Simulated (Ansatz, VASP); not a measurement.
# Two plane-wave programs on Ba

The input POSCAR:

```
Ba
1.0
    3.9177175405      0.0000000000      0.0000000000
    0.0000000000      3.9177175405      0.0000000000
    0.0000000000      0.0000000000      3.9177175405
Ba
1
Direct
    0.0000000000      0.0000000000      0.0000000000
```

Contents of INCAR.step1:

```
SYSTEM = Ba
  PREC = Accurate
  ENCUT = 600
  ISMEAR = -1
  SIGMA = 0.05
  LREAL = .FALSE.
  LASPH = .TRUE.
  NELM = 80
  GGA = PE
  ALGO = Normal
  EDIFF = 1E-4
  LWAVE = .TRUE.
  LCHARG = .FALSE.
```

Contents of INCAR.step2:

```
SYSTEM = Ba
  PREC = Accurate
  ENCUT = 600
  EDIFF = 1E-6
  ISMEAR = -1
  SIGMA = 0.05
  LREAL = .FALSE.
  LASPH = .TRUE.
  NELM = 80
  ALGO = Normal
  ISIF = 3
  LWAVE = .FALSE.
  LCHARG = .FALSE.
  METAGGA = R2SCAN
  LMIXTAU = .TRUE.
  IBRION = 2
  NSW = 60
  EDIFFG = -0.01
  ISTART = 1
```

The input KPOINTS:

```
Automatic mesh
0
G
  7 7 7
  0 0 0
```

The input input.yaml:

```yaml
crystal:
  lattice:
    - [3.9177175405, 0.0, 0.0]
    - [0.0, 3.9177175405, 0.0]
    - [0.0, 0.0, 3.9177175405]
  atoms:
    - { symbol: Ba, position: [0.0, 0.0, 0.0] }
hamiltonian:
  xc: r2scan
  pseudopotentials: { kind: paw }
kpoints:
  mp_grid: { grid: [7, 7, 7] }
scf:
  occupations: { method: fermi_dirac, width: 0.05 }
output:
  forces: true
  stress: true
  eigenvalues: true
  write_density: true
  write_potential: true
  elf: true
  volumetric_format: npy
relax:
  f_tol: 0.01
  max_steps: 40
  cell: { stress_tol: 0.05 }
```

Alike in both runs: task relaxation of cell and atoms; functional r2SCAN; k mesh 7 × 7 × 7; occupations fermi-dirac, width 0.05 eV; no spin polarisation.

|  | VASP | Ansatz |
| --- | --- | --- |
| version | VASP 6.6.1 | Ansatz 0.2.0 |
| potentials or method | VASP PAW PBE potentials, release 64 (Ba_sv) | Ansatz PAW |
| plane-wave cutoff (eV) | 600 | 500 |
| valence electrons in the cell | 10 | 10 |

```tsv
	VASP	Ansatz	Ansatz less VASP
relaxed volume (Å³/atom)	61.58	60.13	-1.450
relaxed cell length with the largest relative difference (Å)	3.949	3.918	-0.0313
```

VASP's potentials were made for PBE, not for r2SCAN.

Spin-orbit coupling is off throughout. Noted on Ansatz's run: the plane-wave basis is chosen anew once the cell has moved, so the energies of steps on either side of that aren't comparable.
